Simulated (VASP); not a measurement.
## Cd: single point with PBE

Cd:

```
CELL_PARAMETERS angstrom
2.99439 0.00000 0.00000
0.00000 2.99439 0.00000
0.00000 0.00000 2.99439
ATOMIC_POSITIONS crystal
Cd 0.00000 0.00000 0.00000
```

```yaml
Program: VASP 6.6.1
Task: single point
Functional: PBE
Potentials_or_basis: VASP PAW PBE potentials, release 64 (Cd)
Cutoff: 520 eV
k_mesh: 11 × 11 × 11
Occupations: fermi-dirac, width 0.1 eV
Spin: non-collinear spin, zero start, spin-orbit coupling
Starting_moments: "[[0.0, 0.0, 0.0]] μB"
```

| Quantity | Value |
| --- | --- |
| Pressure | 0.1 GPa |
| Net moment | 0.00 μB per cell |
| Valence electrons inside the program's atomic spheres | Cd 10.30 |

Moments on the atoms (μB; x, y, z):
```
Cd  0.00 0.00 0.00
```

Wall time 22 s on 1 thread of AMD EPYC 9R45 96-Core Processor (Zen 5) (shared host), peak memory 0.19 GiB.
